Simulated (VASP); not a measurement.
# CsP2 (Fm-3m) in VASP: notebook

Runs on CsP2. Level: PBE. Tasks: single point, relaxation of cell and atoms.

All numbers are computed with VASP 6.6.1; they aren't measurements. Logs are shortened: lines on timing, memory, paths and dates and some standing lists are left out, and cuts for length are marked.

**1. The cell of the first run**

It takes space group Fm-3m (No. 225, cubic). Conventional cell: a = 7.417 Å, b = 7.417 Å, c = 7.417 Å, α = 90.00°, β = 90.00°, γ = 90.00°. Cs (site symmetry m-3m) has 8 P at 3.21 Å within 4.2 Å. P (site symmetry -43m) has 4 Cs at 3.21 Å and 6 P at 3.71 Å within 4.2 Å.

**2. Single point, PBE**

File INCAR:

```
PREC     = Accurate       # precision mode
ENCUT    = 520            # plane-wave cutoff, eV
EDIFF    = 1E-6           # SCF threshold, eV
ISMEAR   = 0              # smearing method
SIGMA    = 0.1            # smearing width, eV
LREAL    = False          # projectors in reciprocal space
LASPH    = True           # aspherical terms in the spheres
NELM     = 100            # most SCF steps
ALGO     = Normal         # electronic algorithm
ISIF     = 2              # what is computed and relaxed
LWAVE    = False          # write WAVECAR
LCHARG   = False          # write CHGCAR
GGA      = PE             # functional
NBANDS   = 16             # bands
```

File KPOINTS:

```
Automatic mesh
0
Gamma
  4 4 4
```

File POSCAR:

```
CsP2
1.0
    0.0000000000      3.7087072221      3.7087072221
    3.7087072221      0.0000000000      3.7087072221
    3.7087072221      3.7087072221      0.0000000000
Cs P
1 2
Direct
    0.0000000000      0.0000000000      0.0000000000
    0.2500000000      0.2500000000      0.2500000000
    0.7500000000      0.7500000000      0.7500000000
```

Potentials or basis: VASP PAW PBE potentials, release 64 (Cs_sv, P).

Started as:

```sh
cat potpaw_PBE.64/Cs_sv/POTCAR potpaw_PBE.64/P/POTCAR > POTCAR
mpirun -np 1 vasp_std > vasp.out
```

OUTCAR:

```text
PREC = Accurate
   ENCUT = 520
   EDIFF = 1E-6
   ISMEAR = 0
   LREAL = False
   LASPH = True
   NELM = 100
   ISIF = 2
   GGA = PE

 ion  position               nearest neighbor table
   1  0.000  0.000  0.000-
   2  0.250  0.250  0.250-
   3  0.750  0.750  0.750-

  LATTYP: Found a face centered cubic cell.
 ALAT       =     7.4174144442

  Lattice vectors:

 A1 = (   0.0000000000,   3.7087072221,   3.7087072221)
 A2 = (   3.7087072221,   0.0000000000,   3.7087072221)
 A3 = (   3.7087072221,   3.7087072221,   0.0000000000)

Analysis of symmetry for initial positions (statically):
=====================================================================
 Subroutine PRICEL returns:
 Original cell was already a primitive cell.

 Routine SETGRP: Setting up the symmetry group for a
 face centered cubic supercell.

 Subroutine GETGRP returns: Found 48 space group operations
 (whereof 48 operations were pure point group operations)
 out of a pool of 48 trial point group operations.

The static configuration has the point symmetry O_h .

Analysis of symmetry for dynamics (positions and initial velocities):
=====================================================================
 Subroutine PRICEL returns:
 Original cell was already a primitive cell.

 Routine SETGRP: Setting up the symmetry group for a
 face centered cubic supercell.

 Subroutine GETGRP returns: Found 48 space group operations
 (whereof 48 operations were pure point group operations)
 out of a pool of 48 trial point group operations.

The dynamic configuration has the point symmetry O_h .

 Subroutine INISYM returns: Found 48 space group operations
 (whereof 48 operations are pure point group operations),
 and found     1 'primitive' translations

----------------------------------------------------------------------------------------

                                     Primitive cell

  volume of cell :     102.0229

  direct lattice vectors                    reciprocal lattice vectors
     0.000000000  3.708707222  3.708707222    -0.134817868  0.134817868  0.134817868
     3.708707222  0.000000000  3.708707222     0.134817868 -0.134817868  0.134817868
     3.708707222  3.708707222  0.000000000     0.134817868  0.134817868 -0.134817868

  length of vectors
[... 65 lines left out ...]
   ENCUT  =  520.0 eV  38.22 Ry    6.18 a.u.   9.75  9.75  9.75*2*pi/ulx,y,z
   NELM   =    100;   NELMIN=  2; NELMDL= -5     # of ELM steps
   EDIFF  = 0.1E-05   stopping-criterion for ELM
   LREAL  =      F    real-space projection
   EDIFFG = 0.1E-04   stopping-criterion for IOM
   NSW    =      0    number of steps for IOM
   IBRION =     -1    ionic relax: 0-MD 1-quasi-New 2-CG
   NFREE  =      0    steps in history (QN), initial steepest desc. (CG)
   ISIF   =      2    stress and relaxation
   ISYM   =      2    0-nonsym 1-usesym 2-fastsym
   POTIM  = 0.5000    time-step for ionic-motion
   TEBEG  =    0.0;   TEEND  =   0.0 temperature during run
   PSTRESS=    0.0 pullay stress
   NELECT =      19.0000    total number of electrons
   NUPDOWN=      -1.0000    fix difference up-down
   EMIN   =  10.00;   EMAX   =-10.00  energy-range for DOS
   EFERMI =   0.00;   METHOD = LEGACY
   ISMEAR =     0;   SIGMA  =   0.10  broadening in eV -4-tet -1-fermi 0-gaus
   EFERMI_NEDOS =   21; number of points for ismear=-14 and -15
   IALGO  =     38    algorithm
   IMIX   =      4    mixing-type and parameters
     AMIX     =   0.40;   BMIX     =  1.00
     AMIX_MAG =   1.60;   BMIX_MAG =  1.00
  volume/ion in A,a.u.               =      34.01       229.49
  Fermi-wavevector in a.u.,A,eV,Ry     =   0.934889  1.766684 11.891735  0.874018
  Thomas-Fermi vector in A             =   2.061740
   LORBIT       =      0    0 simple, 1 ext, 2 COOP (PROOUT), +10 PAW based schemes
   GGA     = PE    functional components
   LHFCALC =     F    Hartree Fock is set to
   AEXX    =    0.0000 exact exchange contribution
   IVDW    =     0    specifies the selected vdW correction
   LEPSILON=     F    determine dielectric tensor
   LRPA    =     F    only Hartree local field effects (RPA)
 non-spin polarized calculation
 Gauss-broadening in eV      SIGMA  =   0.10
  energy-cutoff  :      520.00
  volume of cell :      102.02
 maximum number of plane-waves:      2778
 NGX is ok and might be reduce to    40
   NGX = 19   NGY = 19   NGZ = 19

 number of electron      18.9999999 magnetization

 Free energy of the ion-electron system (eV)
  ---------------------------------------------------
  ext. energy  EPLUGINS =         0.00000000
  ---------------------------------------------------
  free energy    TOTEN  =        -7.21811949 eV

  energy without entropy =       -7.20400908  energy(sigma->0) =       -7.21106428

 E-fermi :   1.4814     XC(G=0):  -8.2874

 val. band max:        1.3736647535   @ k =  -0.2500   0.5000   0.2500
 cond. band min:       1.5011483729   @ k =  -0.2500   0.2500   0.0000
 fundamental gap:      0.1274836194
 Fermi energy:         1.4814230943

 k-point     1 :       0.0000    0.0000    0.0000
  band No.  band energies     occupation
      1     -18.9583      2.00000
      2      -7.9732      2.00000
      3      -6.6956      2.00000
      4      -5.9790      2.00000
      5      -5.9790      2.00000
      6      -5.9790      2.00000
[... 129 lines left out ...]
      3      -8.1354      2.00000
      4      -6.2720      2.00000
      5      -5.1608      2.00000
      6      -5.1608      2.00000
[... 8 lines left out ...]
     15       8.1341      0.00000
     16       8.1341      0.00000

------------------------ aborting loop because EDIFF is reached ----------------------------------------

  FORCE on cell =-STRESS in cart. coord.  units (eV):
  Direction    XX          YY          ZZ          XY          YZ          ZX
  --------------------------------------------------------------------------------------
  -------------------------------------------------------------------------------------
  Total        0.2670850      0.2670850      0.2670850     -0.0000000      0.0000000     -0.0000000
  in kB        4.1943292      4.1943292      4.1943292     -0.0000000      0.0000000     -0.0000000
  external PRESSURE =       4.1943292 kB  Pullay stress =       0.0000000 kB

 VOLUME and BASIS-vectors are now :
 -----------------------------------------------------------------------------
  energy-cutoff  :      520.00
  volume of cell :      102.02
      direct lattice vectors                 reciprocal lattice vectors
     0.000000000  3.708707222  3.708707222    -0.134817868  0.134817868  0.134817868
     3.708707222  0.000000000  3.708707222     0.134817868 -0.134817868  0.134817868
     3.708707222  3.708707222  0.000000000     0.134817868  0.134817868 -0.134817868

 POSITION                                       TOTAL-FORCE (eV/Angst)
 -----------------------------------------------------------------------------------
      0.00000      0.00000      0.00000         0.000000      0.000000     -0.000000
      1.85435      1.85435      1.85435        -0.000000     -0.000000     -0.000000
      5.56306      5.56306      5.56306         0.000000      0.000000      0.000000
 -----------------------------------------------------------------------------------
    total drift:                               -0.000000     -0.000000      0.000000

  FREE ENERGIE OF THE ION-ELECTRON SYSTEM (eV)
  ---------------------------------------------------
  free  energy   TOTEN  =        -7.2181194867 eV

  energy  without entropy=       -7.2040090783  energy(sigma->0) =       -7.21106428
```

Run time: 19 s. Hardware: 1 thread of Intel Xeon 6975P-C, shared host; peak memory 0.24 GiB.

What came out:

```
Free energy : -7.2181 eV
Pressure    : 0.4 GPa
```

Levels at points of the mesh, in eV from the Fermi level:
```csv
k point,band 7,band 8,band 9,band 10,band 11,band 12
"(0.00, 0.00, 0.00)",-1.75,-1.75,-1.75,0.85,0.85,0.85
"(0.50, 0.00, 0.00)",-1.13,-1.13,-0.45,-0.23,0.20,0.20
"(0.50, 0.50, 0.00)",-2.26,-0.55,-0.55,0.56,0.56,1.17
```

Caveat: the k points lie up to 0.37 Å⁻¹ apart; spin-orbit coupling is left out, which moves the levels of the heavy elements.

**3. Single point, PBE**

This run uses another cell than the first one, of 26.08 Å³/atom, 0.767 times its volume.

Changes to INCAR since step 2:

```diff
@@ -2,3 +2,3 @@
 ENCUT    = 520            # plane-wave cutoff, eV
-EDIFF    = 1E-6           # SCF threshold, eV
+EDIFF    = 1E-7           # SCF threshold, eV
 ISMEAR   = 0              # smearing method
```

File KPOINTS:

```
Automatic mesh
0
Gamma
  6 6 6
```

File POSCAR:

```
CsP2
1.0
    0.0000000000      3.3946365317      3.3946365317
    3.3946365317      0.0000000000      3.3946365317
    3.3946365317      3.3946365317      0.0000000000
Cs P
1 2
Direct
    0.0000000000      0.0000000000      0.0000000000
    0.2500000000      0.2500000000      0.2500000000
    0.7500000000      0.7500000000      0.7500000000
```

Potentials or basis: VASP PAW PBE potentials, release 64 (Cs_sv, P).

Started as:

```sh
cat potpaw_PBE.64/Cs_sv/POTCAR potpaw_PBE.64/P/POTCAR > POTCAR
mpirun -np 1 vasp_std > vasp.out
```

Run time: 20 s. Hardware: 1 thread of Intel Xeon 6975P-C, shared host; peak memory 0.21 GiB.

It converged, with:

```
Free energy : -6.6019 eV
Pressure    : 9.4 GPa
```

Levels at points of the mesh, in eV from the Fermi level:
```tsv
k point	band 5	band 6	band 7	band 8	band 9	band 10	band 11	band 12	band 13	band 14
(0.00, 0.00, 0.00)	-8.04	-8.04	-2.71	-2.71	-2.71	1.08	1.08	1.08	3.94	3.94
(0.50, 0.00, 0.00)	-8.30	-5.68	-1.93	-1.93	-0.37	-0.19	0.44	0.44	5.37	5.37
(0.50, 0.50, 0.00)	-8.66	-5.15	-3.19	-0.32	-0.32	0.58	0.58	1.60	4.25	6.76
```

Caveat: spin-orbit coupling is left out, which moves the levels of the heavy elements.

[end of part 1 of 2]
